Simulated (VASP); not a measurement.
# La3BeSe3 (Pm-3m) in VASP: single point with PBE

Aim: the single point of La3BeSe3 with PBE.

Everything below comes from runs of VASP 6.6.1. Logs are shortened: lines on timing, memory, paths and dates and some standing lists are left out, and cuts for length are marked.

## (1) The cell of the first run

The structure is cubic, space group Pm-3m (No. 221). Conventional cell: a = 6.055 Å, b = 6.055 Å, c = 6.055 Å, α = 90.00°, β = 90.00°, γ = 90.00°. Within 4.0 Å of La (site symmetry 4/mmm) lie 2 Be at 3.03 Å and 4 Se at 3.03 Å. Be (site symmetry m-3m) has 6 La at 3.03 Å within 4.0 Å. Within 4.0 Å of Se (site symmetry 4/mmm) lie 4 La at 3.03 Å.

## (2) Single point, PBE

INCAR reads:

```
SYSTEM = La3BeSe3
  PREC = Accurate
  ENCUT = 520
  EDIFF = 1E-6
  ISMEAR = 0
  SIGMA = 0.1
  LREAL = .FALSE.
  LASPH = .TRUE.
  NELM = 100
  ALGO = Normal
  ISIF = 2
  LWAVE = .FALSE.
  LCHARG = .FALSE.
  GGA = PE
  NBANDS = 36
```

KPOINTS reads:

```
regular mesh
0
G
  6 6 6
  0 0 0
```

POSCAR reads:

```
La3BeSe3
1.0
    6.0548561647      0.0000000000      0.0000000000
    0.0000000000      6.0548561647      0.0000000000
    0.0000000000      0.0000000000      6.0548561647
La Be Se
3 1 3
Direct
    0.5000000000      0.5000000000      0.0000000000
    0.0000000000      0.5000000000      0.5000000000
    0.5000000000      0.0000000000      0.5000000000
    0.5000000000      0.5000000000      0.5000000000
    0.5000000000      0.0000000000      0.0000000000
    0.0000000000      0.5000000000      0.0000000000
    0.0000000000      0.0000000000      0.5000000000
```

Potentials or basis: VASP PAW PBE potentials, release 64 (La, Be, Se).

Command:

```bash
$ cat potpaw_PBE.64/La/POTCAR potpaw_PBE.64/Be/POTCAR potpaw_PBE.64/Se/POTCAR > POTCAR
$ mpirun -np 1 vasp_std > vasp.out
```

OUTCAR:

```text
SYSTEM = La3BeSe3
   PREC = Accurate
   ENCUT = 520
   EDIFF = 1E-6
   ISMEAR = 0
   LREAL = .FALSE.
   LASPH = .TRUE.
   NELM = 100
   ISIF = 2
   GGA = PE

 ion  position               nearest neighbor table
   1  0.500  0.500  0.000-   4 3.03   5 3.03   6 3.03   4 3.03   5 3.03   6 3.03
   2  0.000  0.500  0.500-   4 3.03   6 3.03   7 3.03   6 3.03   7 3.03   4 3.03
   3  0.500  0.000  0.500-   4 3.03   5 3.03   7 3.03   5 3.03   4 3.03   7 3.03
   4  0.500  0.500  0.500-   1 3.03   2 3.03   3 3.03   1 3.03   3 3.03   2 3.03
   5  0.500  0.000  0.000-   1 3.03   3 3.03   3 3.03   1 3.03
   6  0.000  0.500  0.000-   1 3.03   2 3.03   2 3.03   1 3.03
   7  0.000  0.000  0.500-   2 3.03   3 3.03   2 3.03   3 3.03

  LATTYP: Found a simple cubic cell.
 ALAT       =     6.0548561647

  Lattice vectors:

 A1 = (   6.0548561647,   0.0000000000,   0.0000000000)
 A2 = (   0.0000000000,   6.0548561647,   0.0000000000)
 A3 = (   0.0000000000,   0.0000000000,   6.0548561647)

Analysis of symmetry for initial positions (statically):
=====================================================================
 Subroutine PRICEL returns:
 Original cell was already a primitive cell.

 Routine SETGRP: Setting up the symmetry group for a
 simple cubic supercell.

 Subroutine GETGRP returns: Found 48 space group operations
 (whereof 48 operations were pure point group operations)
 out of a pool of 48 trial point group operations.

The static configuration has the point symmetry O_h .

Analysis of symmetry for dynamics (positions and initial velocities):
=====================================================================
 Subroutine PRICEL returns:
 Original cell was already a primitive cell.

 Routine SETGRP: Setting up the symmetry group for a
 simple cubic supercell.

 Subroutine GETGRP returns: Found 48 space group operations
 (whereof 48 operations were pure point group operations)
 out of a pool of 48 trial point group operations.

The dynamic configuration has the point symmetry O_h .

 Subroutine INISYM returns: Found 48 space group operations
 (whereof 48 operations are pure point group operations),
 and found     1 'primitive' translations

----------------------------------------------------------------------------------------

                                     Primitive cell

  volume of cell :     221.9788

  direct lattice vectors                    reciprocal lattice vectors
     6.054856165  0.000000000  0.000000000     0.165156690  0.000000000  0.000000000
     0.000000000  6.054856165  0.000000000     0.000000000  0.165156690  0.000000000
     0.000000000  0.000000000  6.054856165     0.000000000  0.000000000  0.165156690

  length of vectors
     6.054856165  6.054856165  6.054856165     0.165156690  0.165156690  0.165156690

  position of ions in fractional coordinates (direct lattice)
     0.500000000  0.500000000  0.000000000
     0.000000000  0.500000000  0.500000000
     0.500000000  0.000000000  0.500000000
     0.500000000  0.500000000  0.500000000
     0.500000000  0.000000000  0.000000000
     0.000000000  0.500000000  0.000000000
     0.000000000  0.000000000  0.500000000

  ion indices of the primitive-cell ions
   primitive index   ion index
                 1           1
                 2           2
                 3           3
                 4           4
                 5           5
                 6           6
                 7           7

----------------------------------------------------------------------------------------

 KPOINTS: regular mesh

Automatic generation of k-mesh.
 Grid dimensions read from file:
 generate k-points for:    6    6    6

 Generating k-lattice:

  Cartesian coordinates                     Fractional coordinates (reciprocal lattice)
     0.027526115  0.000000000  0.000000000     0.166666667  0.000000000  0.000000000
     0.000000000  0.027526115  0.000000000     0.000000000  0.166666667  0.000000000
     0.000000000  0.000000000  0.027526115     0.000000000  0.000000000  0.166666667

  Length of vectors
     0.027526115  0.027526115  0.027526115

  Shift w.r.t. Gamma in fractional coordinates (k-lattice)
     0.000000000  0.000000000  0.000000000

 Subroutine IBZKPT returns following result:
 ===========================================

 Found     20 irreducible k-points:

 Following reciprocal coordinates:
            Coordinates               Weight
  0.000000  0.000000  0.000000      1.000000
  0.166667  0.000000  0.000000      6.000000
  0.333333  0.000000  0.000000      6.000000
  0.500000  0.000000  0.000000      3.000000
  0.166667  0.166667  0.000000     12.000000
  0.333333  0.166667  0.000000     24.000000
[... 12 lines left out ...]
  0.500000  0.500000  0.333333      6.000000
  0.500000  0.500000  0.500000      1.000000
   k-points           NKPTS =     20   k-points in BZ     NKDIM =     20   number of bands    NBANDS=     36
   number of dos      NEDOS =    301   number of ions     NIONS =      7
   total plane-waves  NPLWV = 110592
   dimension x,y,z NGX =    48 NGY =   48 NGZ =   48
   dimension x,y,z NGXF=    96 NGYF=   96 NGZF=   96
   ions per type =               3   1   3
   NGX,Y,Z   is equivalent  to a cutoff of  13.18, 13.18, 13.18 a.u.
   NGXF,Y,Z  is equivalent  to a cutoff of  26.36, 26.36, 26.36 a.u.
 SYSTEM =  La3BeSe3
   PREC   = accura    normal or accurate (medium, high low for compatibility)
   ISTART =      0    job   : 0-new  1-cont  2-samecut
   ICHARG =      2    charge: 1-file 2-atom 10-const
   ISPIN  =      1    spin polarized calculation?
   LNONCOLLINEAR =      F non collinear calculations
   LSORBIT =      F    spin-orbit coupling
   LASPH  =      T    aspherical Exc in radial PAW
   ENCUT  =  520.0 eV  38.22 Ry    6.18 a.u.  11.26 11.26 11.26*2*pi/ulx,y,z
   NELM   =    100;   NELMIN=  2; NELMDL= -5     # of ELM steps
   EDIFF  = 0.1E-05   stopping-criterion for ELM
   LREAL  =      F    real-space projection
   EDIFFG = 0.1E-04   stopping-criterion for IOM
   NSW    =      0    number of steps for IOM
   IBRION =     -1    ionic relax: 0-MD 1-quasi-New 2-CG
   NFREE  =      0    steps in history (QN), initial steepest desc. (CG)
   ISIF   =      2    stress and relaxation
   ISYM   =      2    0-nonsym 1-usesym 2-fastsym
   POTIM  = 0.5000    time-step for ionic-motion
   TEBEG  =    0.0;   TEEND  =   0.0 temperature during run
   PSTRESS=    0.0 pullay stress
   NELECT =      53.0000    total number of electrons
   NUPDOWN=      -1.0000    fix difference up-down
   EMIN   =  10.00;   EMAX   =-10.00  energy-range for DOS
   EFERMI =   0.00;   METHOD = LEGACY
   ISMEAR =     0;   SIGMA  =   0.10  broadening in eV -4-tet -1-fermi 0-gaus
   EFERMI_NEDOS =   21; number of points for ismear=-14 and -15
   IALGO  =     38    algorithm
   IMIX   =      4    mixing-type and parameters
     AMIX     =   0.40;   BMIX     =  1.00
     AMIX_MAG =   1.60;   BMIX_MAG =  1.00
  volume/ion in A,a.u.               =      31.71       214.00
  Fermi-wavevector in a.u.,A,eV,Ry     =   1.015616  1.919236 14.034087  1.031476
  Thomas-Fermi vector in A             =   2.148912
   LORBIT       =      0    0 simple, 1 ext, 2 COOP (PROOUT), +10 PAW based schemes
   GGA     = PE    functional components
   LHFCALC =     F    Hartree Fock is set to
   AEXX    =    0.0000 exact exchange contribution
   IVDW    =     0    specifies the selected vdW correction
   LEPSILON=     F    determine dielectric tensor
   LRPA    =     F    only Hartree local field effects (RPA)
 non-spin polarized calculation
 Gauss-broadening in eV      SIGMA  =   0.10
  energy-cutoff  :      520.00
  volume of cell :      221.98
 maximum number of plane-waves:      6031
 NGX is ok and might be reduce to    48
   NGX = 23   NGY = 23   NGZ = 23

 number of electron      52.9999989 magnetization

 Free energy of the ion-electron system (eV)
  ---------------------------------------------------
  ext. energy  EPLUGINS =         0.00000000
  ---------------------------------------------------
  free energy    TOTEN  =       -36.61010011 eV

  energy without entropy =      -36.57709527  energy(sigma->0) =      -36.59359769

 E-fermi :   4.2895     XC(G=0):  -8.7576

 val. band max:        4.2502935881   @ k =   0.5000   0.5000   0.1667
 cond. band min:       4.2972249166   @ k =   0.3333   0.1667   0.0000
 fundamental gap:      0.0469313285
 Fermi energy:         4.2895200776

 k-point     1 :       0.0000    0.0000    0.0000
  band No.  band energies     occupation
      1     -28.2014      2.00000
      2     -28.1586      2.00000
      3     -28.1586      2.00000
      4     -12.1063      2.00000
      5     -12.1063      2.00000
      6     -12.1063      2.00000
[... 28 lines left out ...]
     35       6.5477      0.00000
     36       6.5908      0.00000

 k-point     2 :       0.1667    0.0000    0.0000
  band No.  band energies     occupation
      1     -28.1989      2.00000
      2     -28.1612      2.00000
      3     -28.1586      2.00000
      4     -12.1021      2.00000
      5     -12.0945      2.00000
      6     -12.0945      2.00000
[... 28 lines left out ...]
     35       6.5610      0.00000
     36       6.5878      0.00000

 k-point     3 :       0.3333    0.0000    0.0000
  band No.  band energies     occupation
      1     -28.1922      2.00000
      2     -28.1677      2.00000
      3     -28.1584      2.00000
      4     -12.0888      2.00000
      5     -12.0660      2.00000
      6     -12.0660      2.00000
[... 28 lines left out ...]
     35       6.5723      0.00000
     36       6.5783      0.00000
[... 586 lines left out ...]
 k-point    19 :       0.5000    0.5000    0.3333
  band No.  band energies     occupation
      1     -28.1724      2.00000
      2     -28.1724      2.00000
      3     -28.1724      2.00000
      4     -12.2934      2.00000
      5     -12.2512      2.00000
      6     -12.2512      2.00000
[... 28 lines left out ...]
     35       6.4944      0.00000
     36       6.4976      0.00000

 k-point    20 :       0.5000    0.5000    0.5000
  band No.  band energies     occupation
      1     -28.1723      2.00000
      2     -28.1723      2.00000
      3     -28.1723      2.00000
      4     -12.2930      2.00000
      5     -12.2930      2.00000
      6     -12.2930      2.00000
[... 28 lines left out ...]
     35       6.4810      0.00000
     36       6.4820      0.00000

------------------------ aborting loop because EDIFF is reached ----------------------------------------

  FORCE on cell =-STRESS in cart. coord.  units (eV):
  Direction    XX          YY          ZZ          XY          YZ          ZX
  --------------------------------------------------------------------------------------
  -------------------------------------------------------------------------------------
  Total       -0.0609566     -0.0609566     -0.0609566      0.0000000      0.0000000     -0.0000000
  in kB       -0.4399664     -0.4399664     -0.4399664      0.0000000      0.0000000     -0.0000000
  external PRESSURE =      -0.4399664 kB  Pullay stress =       0.0000000 kB

 VOLUME and BASIS-vectors are now :
 -----------------------------------------------------------------------------
  energy-cutoff  :      520.00
  volume of cell :      221.98
      direct lattice vectors                 reciprocal lattice vectors
     6.054856165  0.000000000  0.000000000     0.165156690  0.000000000  0.000000000
     0.000000000  6.054856165  0.000000000     0.000000000  0.165156690  0.000000000
     0.000000000  0.000000000  6.054856165     0.000000000  0.000000000  0.165156690

 POSITION                                       TOTAL-FORCE (eV/Angst)
 -----------------------------------------------------------------------------------
      3.02743      3.02743      0.00000         0.000000      0.000000      0.000000
      0.00000      3.02743      3.02743         0.000000      0.000000      0.000000
      3.02743      0.00000      3.02743         0.000000      0.000000      0.000000
      3.02743      3.02743      3.02743         0.000000      0.000000      0.000000
      3.02743      0.00000      0.00000         0.000000      0.000000      0.000000
      0.00000      3.02743      0.00000         0.000000      0.000000      0.000000
      0.00000      0.00000      3.02743         0.000000      0.000000      0.000000
 -----------------------------------------------------------------------------------
    total drift:                                0.000000      0.000000      0.000000

  FREE ENERGIE OF THE ION-ELECTRON SYSTEM (eV)
  ---------------------------------------------------
  free  energy   TOTEN  =       -36.6101001086 eV

  energy  without entropy=      -36.5770952654  energy(sigma->0) =      -36.59359769
```

It took 3.5 min on 1 thread of Intel Xeon Platinum 8259CL at 2.50GHz (Skylake/Cascade Lake), shared host; peak memory 0.42 GiB.

Results:

- Free energy: -36.6101 eV
- Pressure: 0.0 GPa

Caveat: spin-orbit coupling is left out, which moves the levels of the heavy elements.
